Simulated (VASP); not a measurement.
Set up this calculation in VASP 6.6.1, as the native input.

```
Task                   : single point
Functional             : LDA
Potentials or basis    : VASP PAW LDA potentials, release 64 (Ge_d)
Cutoff                 : 520 eV
k mesh                 : 14 × 14 × 14
Occupations            : gaussian, width 0.15 eV
Spin                   : no spin polarisation
Dipole correction      : no
Further INCAR settings : ALGO = Normal; EDIFF = 1e-07; NBANDS = 21
```

The structure of Ge lies in POSCAR:

```
Ge
1.0
    0.0000000000      2.7156192000      2.8287700000
    2.8287700000      0.0000000000      2.8287700000
    2.8287700000      2.7156192000      0.0000000000
Ge
2
Direct
    0.5000000000      0.5000000000      0.5000000000
    0.7500000000      0.7500000000      0.7500000000
```

This cell differs from its parent crystal: strain -0.0400 x Voigt [0, 1, 0, 0, 0, 0].

The input as run:

INCAR

```
SYSTEM = Ge
PREC = Accurate ; ENCUT = 520
EDIFF = 1E-7 ; ISMEAR = 0
SIGMA = 0.15 ; LREAL = .False.
LASPH = .True. ; NELM = 60
ALGO = Normal ; ISIF = 2
LWAVE = .False. ; LCHARG = .False.
NBANDS = 21
```

KPOINTS

```
Automatic mesh
0
Gamma
  14 14 14
  0 0 0
```

Potentials or basis: VASP PAW LDA potentials, release 64 (Ge_d).

Command:

```bash
$ cat potpaw_LDA.64/Ge_d/POTCAR > POTCAR
$ mpirun -np 1 vasp_std > vasp.out
```

It gave:

```
Pressure               : 1.8 GPa
Band gap on the k mesh : zero (band 14 reaches 5.34 eV, above the bottom of band 15 at 5.29 eV)
```

Caveat: the cell differs from its parent crystal (strain -0.0400 x Voigt [0, 1, 0, 0, 0, 0]).

It took 7.8 min on 1 thread of AMD EPYC 7R13, with other jobs on the host, peak memory 0.25 GiB.
